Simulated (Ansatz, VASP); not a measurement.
## Two plane-wave programs on Lu

```
Lu
1.0
     3.49965    0.00000    0.00000
    -1.74983    3.03079    0.00000
     0.00000    0.00000   11.20735
Lu
4
Direct
  0.00000 0.00000 0.00000
  0.00000 0.00000 0.50000
  0.33333 0.66667 0.25000
  0.66667 0.33333 0.75000
```

Alike in both runs: functional BLYP; k mesh 10 × 10 × 3; occupations fermi-dirac, width 0.1 eV; no spin polarisation.

Ansatz relaxed the structure, and its values are those at the end. VASP's run is a single point on that final structure, the one shown.

|  | VASP | Ansatz |
| --- | --- | --- |
| version | VASP 6.6.1 | Ansatz 0.2.0 |
| potentials or method | VASP PAW PBE potentials, release 64 (Lu), cutoff 520 eV | plane waves (420 eV) with PAW, scalar-relativistic |
| valence electrons in the cell | 100 | 100 |

Ansatz gave:

- pressure (GPa): 0.0

**Question.** Which values does VASP return?

**Answer.** Pressure (GPa): 0.1.

VASP's potentials were made for PBE, not for BLYP. The functional is the same, so the differences come from potentials, cutoffs and numerics.

Spin-orbit coupling is off throughout.
